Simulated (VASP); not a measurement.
# W (Fm-3m) in VASP: notebook

Runs on W. Level: PBE. Tasks: single point.

Program: VASP 6.6.1. These are calculated values, not measurements. Logs are shortened: lines on timing, memory, paths and dates and some standing lists are left out, and cuts for length are marked.

### 1 The cell of the first run

Symmetry: Fm-3m, No. 225, cubic system. The conventional cell has a = 4.060 Å, b = 4.060 Å, c = 4.060 Å, α = 90.00°, β = 90.00°, γ = 90.00°. W (site symmetry m-3m) has 12 W at 2.87 Å within 3.8 Å.

### 2 Single point, PBE

Input file INCAR:

```
SYSTEM = W
PREC     = Accurate       ! precision mode
ENCUT    = 520            ! plane-wave cutoff, eV
EDIFF    = 1E-6           ! SCF threshold, eV
ISMEAR   = 0              ! smearing method
SIGMA    = 0.025          ! smearing width, eV
LREAL    = .FALSE.        ! projectors in reciprocal space
LASPH    = .TRUE.         ! aspherical terms in the spheres
NELM     = 60             ! most SCF steps
ALGO     = Fast           ! electronic algorithm
ISIF     = 2              ! what is computed and relaxed
LWAVE    = .FALSE.        ! write WAVECAR
LCHARG   = .TRUE.         ! write CHGCAR
GGA      = PE             ! functional
LELF     = .TRUE.         ! ELF
LVHAR    = .TRUE.       
NBANDS   = 13             ! bands
```

Input file KPOINTS:

```
Automatic mesh
0
G
  11 11 11
  0 0 0
```

Input file POSCAR:

```
W
1.0
    0.0000000000      2.0300000000      2.0300000000
    2.0300000000      0.0000000000      2.0300000000
    2.0300000000      2.0300000000      0.0000000000
W
1
Direct
    0.0000000000      0.0000000000      0.0000000000
```

Potentials or basis: VASP PAW PBE potentials, release 64 (W_sv).

Launch:

```
> cat potpaw_PBE.64/W_sv/POTCAR > POTCAR
> mpirun -np 1 vasp_std > vasp.out
```

OUTCAR:

```text
SYSTEM = W
   PREC = Accurate
   ENCUT = 520
   EDIFF = 1E-6
   ISMEAR = 0
   LREAL = .FALSE.
   LASPH = .TRUE.
   NELM = 60
   ISIF = 2
   GGA = PE

 ion  position               nearest neighbor table
   1  0.000  0.000  0.000-

  LATTYP: Found a face centered cubic cell.
 ALAT       =     4.0600000000

  Lattice vectors:

 A1 = (   0.0000000000,   2.0300000000,   2.0300000000)
 A2 = (   2.0300000000,   0.0000000000,   2.0300000000)
 A3 = (   2.0300000000,   2.0300000000,   0.0000000000)

Analysis of symmetry for initial positions (statically):
=====================================================================
 Subroutine PRICEL returns:
 Original cell was already a primitive cell.

 Routine SETGRP: Setting up the symmetry group for a
 face centered cubic supercell.

 Subroutine GETGRP returns: Found 48 space group operations
 (whereof 48 operations were pure point group operations)
 out of a pool of 48 trial point group operations.

The static configuration has the point symmetry O_h .

Analysis of symmetry for dynamics (positions and initial velocities):
=====================================================================
 Subroutine PRICEL returns:
 Original cell was already a primitive cell.

 Routine SETGRP: Setting up the symmetry group for a
 face centered cubic supercell.

 Subroutine GETGRP returns: Found 48 space group operations
 (whereof 48 operations were pure point group operations)
 out of a pool of 48 trial point group operations.

The dynamic configuration has the point symmetry O_h .

 Subroutine INISYM returns: Found 48 space group operations
 (whereof 48 operations are pure point group operations),
 and found     1 'primitive' translations

----------------------------------------------------------------------------------------

                                     Primitive cell

  volume of cell :      16.7309

  direct lattice vectors                    reciprocal lattice vectors
     0.000000000  2.030000000  2.030000000    -0.246305419  0.246305419  0.246305419
     2.030000000  0.000000000  2.030000000     0.246305419 -0.246305419  0.246305419
     2.030000000  2.030000000  0.000000000     0.246305419  0.246305419 -0.246305419

  length of vectors
     2.870853532  2.870853532  2.870853532     0.426613499  0.426613499  0.426613499

  position of ions in fractional coordinates (direct lattice)
     0.000000000  0.000000000  0.000000000

  ion indices of the primitive-cell ions
   primitive index   ion index
                 1           1

----------------------------------------------------------------------------------------

 KPOINTS: Automatic mesh

Automatic generation of k-mesh.
 Grid dimensions read from file:
 generate k-points for:   11   11   11

 Generating k-lattice:

  Cartesian coordinates                     Fractional coordinates (reciprocal lattice)
    -0.022391402  0.022391402  0.022391402     0.090909091  0.000000000  0.000000000
     0.022391402 -0.022391402  0.022391402     0.000000000  0.090909091  0.000000000
     0.022391402  0.022391402 -0.022391402     0.000000000  0.000000000  0.090909091

  Length of vectors
     0.038783045  0.038783045  0.038783045

  Shift w.r.t. Gamma in fractional coordinates (k-lattice)
     0.000000000  0.000000000  0.000000000

 Subroutine IBZKPT returns following result:
 ===========================================

 Found     56 irreducible k-points:

 Following reciprocal coordinates:
            Coordinates               Weight
  0.000000  0.000000  0.000000      1.000000
  0.090909  0.000000  0.000000      8.000000
  0.181818  0.000000  0.000000      8.000000
  0.272727  0.000000  0.000000      8.000000
  0.363636  0.000000  0.000000      8.000000
  0.454545  0.000000  0.000000      8.000000
[... 16 lines left out ...]
 -0.272727  0.181818  0.000000     24.000000
 -0.181818  0.181818  0.000000     12.000000
 [... further k-points ...]
   k-points           NKPTS =     56   k-points in BZ     NKDIM =     56   number of bands    NBANDS=     13
   number of dos      NEDOS =    301   number of ions     NIONS =      1
   total plane-waves  NPLWV =  13824
   dimension x,y,z NGX =    24 NGY =   24 NGZ =   24
   dimension x,y,z NGXF=    48 NGYF=   48 NGZF=   48
   ions per type =               1
   NGX,Y,Z   is equivalent  to a cutoff of  13.90, 13.90, 13.90 a.u.
   NGXF,Y,Z  is equivalent  to a cutoff of  27.80, 27.80, 27.80 a.u.
 SYSTEM =  W
   PREC   = accura    normal or accurate (medium, high low for compatibility)
   ISTART =      0    job   : 0-new  1-cont  2-samecut
   ICHARG =      2    charge: 1-file 2-atom 10-const
   ISPIN  =      1    spin polarized calculation?
   LNONCOLLINEAR =      F non collinear calculations
   LSORBIT =      F    spin-orbit coupling
   LASPH  =      T    aspherical Exc in radial PAW
   ENCUT  =  520.0 eV  38.22 Ry    6.18 a.u.   5.34  5.34  5.34*2*pi/ulx,y,z
   NELM   =     60;   NELMIN=  2; NELMDL= -5     # of ELM steps
   EDIFF  = 0.1E-05   stopping-criterion for ELM
   LREAL  =      F    real-space projection
   EDIFFG = 0.1E-04   stopping-criterion for IOM
   NSW    =      0    number of steps for IOM
   IBRION =     -1    ionic relax: 0-MD 1-quasi-New 2-CG
   NFREE  =      0    steps in history (QN), initial steepest desc. (CG)
   ISIF   =      2    stress and relaxation
   ISYM   =      2    0-nonsym 1-usesym 2-fastsym
   POTIM  = 0.5000    time-step for ionic-motion
   TEBEG  =    0.0;   TEEND  =   0.0 temperature during run
   PSTRESS=    0.0 pullay stress
   NELECT =      14.0000    total number of electrons
   NUPDOWN=      -1.0000    fix difference up-down
   EMIN   =  10.00;   EMAX   =-10.00  energy-range for DOS
   EFERMI =   0.00;   METHOD = LEGACY
   ISMEAR =     0;   SIGMA  =   0.03  broadening in eV -4-tet -1-fermi 0-gaus
   EFERMI_NEDOS =   21; number of points for ismear=-14 and -15
   IALGO  =     68    algorithm
   IMIX   =      4    mixing-type and parameters
     AMIX     =   0.40;   BMIX     =  1.00
     AMIX_MAG =   1.60;   BMIX_MAG =  1.00
  volume/ion in A,a.u.               =      16.73       112.91
  Fermi-wavevector in a.u.,A,eV,Ry     =   1.542688  2.915258 32.380324  2.379887
  Thomas-Fermi vector in A             =   2.648457
   LORBIT       =      0    0 simple, 1 ext, 2 COOP (PROOUT), +10 PAW based schemes
   GGA     = PE    functional components
   LHFCALC =     F    Hartree Fock is set to
   AEXX    =    0.0000 exact exchange contribution
   IVDW    =     0    specifies the selected vdW correction
   LEPSILON=     F    determine dielectric tensor
   LRPA    =     F    only Hartree local field effects (RPA)
 non-spin polarized calculation
 RMM-DIIS sequential band-by-band and
 Gauss-broadening in eV      SIGMA  =   0.03
  energy-cutoff  :      520.00
  volume of cell :       16.73
 maximum number of plane-waves:       463
 NGX is ok and might be reduce to    24
   NGX = 11   NGY = 11   NGZ = 11

 number of electron      14.0000002 magnetization

 Free energy of the ion-electron system (eV)
  ---------------------------------------------------
  ext. energy  EPLUGINS =         0.00000000
  ---------------------------------------------------
  free energy    TOTEN  =       -12.47795207 eV

  energy without entropy =      -12.47778372  energy(sigma->0) =      -12.47786789

 E-fermi :  10.2360     XC(G=0): -13.3276

 val. band max:       10.1981282470   @ k =  -0.2727   0.0909   0.0000
 cond. band min:      10.2550397865   @ k =   0.1818   0.0909   0.0000
 fundamental gap:      0.0569115395
 Fermi energy:        10.2360257052

 k-point     1 :       0.0000    0.0000    0.0000
  band No.  band energies     occupation
      1     -63.4814      2.00000
      2     -27.1359      2.00000
      3     -27.1359      2.00000
      4     -27.1359      2.00000
      5       1.3350      2.00000
      6       9.6936      2.00000
      7       9.6936      2.00000
      8       9.6936      2.00000
      9      12.7337      0.00000
     10      12.7337      0.00000
     11      22.9877      0.00000
     12      28.1111      0.00000
     13      28.1111      0.00000

 k-point     2 :       0.0909    0.0000    0.0000
  band No.  band energies     occupation
      1     -63.4737      2.00000
      2     -27.2265      2.00000
      3     -27.1476      2.00000
      4     -27.1476      2.00000
      5       1.6858      2.00000
      6       9.4325      2.00000
      7       9.8521      2.00000
      8       9.8521      2.00000
      9      12.5966      0.00000
     10      12.5966      0.00000
     11      23.6766      0.00000
     12      26.7717      0.00000
     13      28.7681      0.00000

 k-point     3 :       0.1818    0.0000    0.0000
  band No.  band energies     occupation
      1     -63.4531      2.00000
      2     -27.4645      2.00000
      3     -27.1787      2.00000
      4     -27.1787      2.00000
      5       2.6330      2.00000
      6       8.9136      2.00000
      7      10.1321      2.00000
      8      10.1321      2.00000
      9      12.4866      0.00000
     10      12.4866      0.00000
     11      24.3453      0.00000
     12      25.8616      0.00000
     13      30.5811      0.00000
[... 305 lines left out ...]
 k-point    23 :      -0.2727    0.1818    0.0000
  band No.  band energies     occupation
      1     -63.3938      2.00000
      2     -27.9127      2.00000
      3     -27.4843      2.00000
      4     -27.2559      2.00000
      5       5.5306      2.00000
      6       8.3260      2.00000
      7       8.9165      2.00000
      8      10.7182      0.00000
      9      12.4209      0.00000
     10      16.0092      0.00000
     11      22.9096      0.00000
     12      26.2674      0.00000
     13      27.6176      0.00000

 k-point    24 :      -0.1818    0.1818    0.0000
  band No.  band energies     occupation
      1     -63.4169      2.00000
      2     -27.7373      2.00000
      3     -27.3891      2.00000
      4     -27.2089      2.00000
      5       4.4492      2.00000
      6       8.1902      2.00000
      7       9.6082      2.00000
      8      11.1694      0.00000
      9      11.2320      0.00000
     10      14.6280      0.00000
     11      24.3430      0.00000
     12      27.8825      0.00000
     13      28.6656      0.00000

 [... further k-points ...]
[... 5 lines left out ...]
  --------------------------------------------------------------------------------------
  -------------------------------------------------------------------------------------
  Total       -0.4799080     -0.4799080     -0.4799080      0.0000000      0.0000000     -0.0000000
  in kB      -45.9568757    -45.9568757    -45.9568757      0.0000000      0.0000000     -0.0000000
  external PRESSURE =     -45.9568757 kB  Pullay stress =       0.0000000 kB

 VOLUME and BASIS-vectors are now :
 -----------------------------------------------------------------------------
  energy-cutoff  :      520.00
  volume of cell :       16.73
      direct lattice vectors                 reciprocal lattice vectors
     0.000000000  2.030000000  2.030000000    -0.246305419  0.246305419  0.246305419
     2.030000000  0.000000000  2.030000000     0.246305419 -0.246305419  0.246305419
     2.030000000  2.030000000  0.000000000     0.246305419  0.246305419 -0.246305419

 POSITION                                       TOTAL-FORCE (eV/Angst)
 -----------------------------------------------------------------------------------
      0.00000      0.00000      0.00000         0.000000      0.000000      0.000000
 -----------------------------------------------------------------------------------
    total drift:                               -0.000000      0.000000      0.000000

  FREE ENERGIE OF THE ION-ELECTRON SYSTEM (eV)
  ---------------------------------------------------
  free  energy   TOTEN  =       -12.4779520698 eV

  energy  without entropy=      -12.4777837174  energy(sigma->0) =      -12.47786789
```

Wall time 20 s (1 thread of Intel Xeon Platinum 8259CL at 2.50GHz (Skylake/Cascade Lake), shared host); peak memory 0.14 GiB.

Results:

```
Free energy            : -12.4780 eV
Pressure               : -4.6 GPa
Band gap on the k mesh : zero (band 7 reaches 12.79 eV, above the bottom of band 8 at 9.69 eV)
```

Levels at points of the mesh, in eV from the Fermi level:
| k point | band 4 | band 5 | band 6 | band 7 | band 8 | band 9 | band 10 | band 11 |
| --- | --- | --- | --- | --- | --- | --- | --- | --- |
| (0.00, 0.00, 0.00) | -37.37 | -8.90 | -0.54 | -0.54 | -0.54 | 2.50 | 2.50 | 12.75 |

Caveat: spin-orbit coupling is left out, which moves the levels of the heavy elements.

### 3 Single point, PBE

Input file INCAR:

```
PREC     = Accurate       # precision mode
ENCUT    = 520            # plane-wave cutoff, eV
EDIFF    = 1E-6           # SCF threshold, eV
ISMEAR   = 0              # smearing method
SIGMA    = 0.026000000000000002 # smearing width, eV
LREAL    = False          # projectors in reciprocal space
LASPH    = True           # aspherical terms in the spheres
NELM     = 80             # most SCF steps
ALGO     = Normal         # electronic algorithm
ISIF     = 2              # what is computed and relaxed
LWAVE    = False          # write WAVECAR
LCHARG   = False          # write CHGCAR
GGA      = PE             # functional
NBANDS   = 13             # bands
```

Input file KPOINTS:

```
Automatic mesh
0
Gamma
  11 11 11
```

POSCAR is that of step 2.

Potentials or basis: VASP PAW PBE potentials, release 64 (W_sv).

Launch:

```
> cat potpaw_PBE.64/W_sv/POTCAR > POTCAR
> mpirun -np 1 vasp_std > vasp.out
```

OUTCAR:

```text
PREC = Accurate
   ENCUT = 520
   EDIFF = 1E-6
   ISMEAR = 0
   LREAL = False
   LASPH = True
   NELM = 80
   ISIF = 2
   GGA = PE

 ion  position               nearest neighbor table
   1  0.000  0.000  0.000-

  LATTYP: Found a face centered cubic cell.
 ALAT       =     4.0600000000

  Lattice vectors:

 A1 = (   0.0000000000,   2.0300000000,   2.0300000000)
 A2 = (   2.0300000000,   0.0000000000,   2.0300000000)
 A3 = (   2.0300000000,   2.0300000000,   0.0000000000)

Analysis of symmetry for initial positions (statically):
=====================================================================
 Subroutine PRICEL returns:
 Original cell was already a primitive cell.

 Routine SETGRP: Setting up the symmetry group for a
 face centered cubic supercell.

 Subroutine GETGRP returns: Found 48 space group operations
 (whereof 48 operations were pure point group operations)
 out of a pool of 48 trial point group operations.

The static configuration has the point symmetry O_h .

Analysis of symmetry for dynamics (positions and initial velocities):
=====================================================================
 Subroutine PRICEL returns:
[... 161 lines left out ...]
 Fermi energy:        10.2355272572

 k-point     1 :       0.0000    0.0000    0.0000
  band No.  band energies     occupation
      1     -63.4815      2.00000
      2     -27.1360      2.00000
      3     -27.1360      2.00000
      4     -27.1360      2.00000
      5       1.3350      2.00000
      6       9.6935      2.00000
      7       9.6935      2.00000
      8       9.6935      2.00000
      9      12.7335      0.00000
     10      12.7335      0.00000
     11      22.9878      0.00000
     12      28.1111      0.00000
     13      28.1111      0.00000
[... 354 lines left out ...]
  band No.  band energies     occupation
      1     -63.4169      2.00000
      2     -27.7375      2.00000
      3     -27.3892      2.00000
      4     -27.2090      2.00000
      5       4.4491      2.00000
      6       8.1901      2.00000
      7       9.6081      2.00000
      8      11.1693      0.00000
      9      11.2319      0.00000
     10      14.6278      0.00000
     11      24.3430      0.00000
     12      27.8805      0.00000
     13      28.6656      0.00000

 [... further k-points ...]
[... 5 lines left out ...]
  --------------------------------------------------------------------------------------
  -------------------------------------------------------------------------------------
  Total       -0.4762407     -0.4762407     -0.4762407      0.0000000      0.0000000      0.0000000
  in kB      -45.6056836    -45.6056836    -45.6056836      0.0000000      0.0000000      0.0000000
  external PRESSURE =     -45.6056836 kB  Pullay stress =       0.0000000 kB

 VOLUME and BASIS-vectors are now :
 -----------------------------------------------------------------------------
  energy-cutoff  :      520.00
  volume of cell :       16.73
      direct lattice vectors                 reciprocal lattice vectors
     0.000000000  2.030000000  2.030000000    -0.246305419  0.246305419  0.246305419
     2.030000000  0.000000000  2.030000000     0.246305419 -0.246305419  0.246305419
     2.030000000  2.030000000  0.000000000     0.246305419  0.246305419 -0.246305419

 POSITION                                       TOTAL-FORCE (eV/Angst)
 -----------------------------------------------------------------------------------
      0.00000      0.00000      0.00000        -0.000000     -0.000000     -0.000000
 -----------------------------------------------------------------------------------
    total drift:                               -0.000000      0.000000      0.000000

  FREE ENERGIE OF THE ION-ELECTRON SYSTEM (eV)
  ---------------------------------------------------
  free  energy   TOTEN  =       -12.4779591357 eV

  energy  without entropy=      -12.4777742066  energy(sigma->0) =      -12.47786667
```

OSZICAR:

```text
N       E                     dE             d eps       ncg     rms          rms(c)
DAV:   1     0.834709536003E+02    0.83471E+02   -0.75930E+03  1461   0.123E+03
DAV:   2    -0.115868925048E+02   -0.95058E+02   -0.91472E+02  1606   0.312E+02
DAV:   3    -0.131051310142E+02   -0.15182E+01   -0.15135E+01  1611   0.390E+01
DAV:   4    -0.131119752733E+02   -0.68443E-02   -0.68440E-02  1621   0.285E+00
DAV:   5    -0.131120439868E+02   -0.68714E-04   -0.68713E-04  1641   0.265E-01    0.184E+01
DAV:   6    -0.126050515534E+02    0.50699E+00   -0.44380E-01  1541   0.873E+00    0.701E+00
DAV:   7    -0.124822540089E+02    0.12280E+00   -0.21314E-01  1626   0.572E+00    0.618E-01
DAV:   8    -0.124781077973E+02    0.41462E-02   -0.42183E-03  1481   0.827E-01    0.967E-02
DAV:   9    -0.124779609931E+02    0.14680E-03   -0.15597E-04  1651   0.144E-01    0.394E-02
DAV:  10    -0.124779586524E+02    0.23407E-05   -0.20661E-05  1571   0.580E-02    0.151E-03
DAV:  11    -0.124779591357E+02   -0.48324E-06   -0.36986E-07  1013   0.818E-03
   1 F= -.12477959E+02 E0= -.12477867E+02  d E =-.184929E-03
```

Run time: 10 s. Hardware: 1 thread of Intel Xeon Platinum 8259CL at 2.50GHz (Skylake/Cascade Lake), shared host; peak memory 0.14 GiB.

What came out:

```
Free energy            : -12.4780 eV
Pressure               : -4.6 GPa
Band gap on the k mesh : zero (band 7 reaches 12.79 eV, above the bottom of band 8 at 9.69 eV)
```

Caveat: spin-orbit coupling is left out, which moves the levels of the heavy elements.
